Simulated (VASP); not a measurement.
Here is a VASP 6.6.1 calculation.

Contents of INCAR:

```
SYSTEM = Si3B
PREC = Accurate
ENCUT = 520
EDIFF = 1E-7
ISMEAR = 0
SIGMA = 0.1
LREAL = .False.
LASPH = .True.
NELM = 80
ALGO = Normal
ISIF = 2
LWAVE = .False.
LCHARG = .True.
GGA = PE
LELF = .True.
LVHAR = .True.
NBANDS = 16
```

KPOINTS

```
Automatic mesh
0
Gamma
  6 6 6
  0 0 0
```

POSCAR

```
Si3B
1.0
    0.0000000000      3.0336152400      3.0336152400
    3.0336152400      0.0000000000      3.0336152400
    3.0336152400      3.0336152400      0.0000000000
Si B
3 1
Direct
    0.2500000000      0.2500000000      0.2500000000
    0.7500000000      0.7500000000      0.7500000000
    0.5000000000      0.5000000000      0.5000000000
    0.0000000000      0.0000000000      0.0000000000
```

Potentials or basis: VASP PAW PBE potentials, release 64 (Si, B).

Command:

```console
$ cat potpaw_PBE.64/Si/POTCAR potpaw_PBE.64/B/POTCAR > POTCAR
$ mpirun -np 1 vasp_std > vasp.out
```

(1) What does it give for the pressure?

Answers

(1) -9.3 GPa.
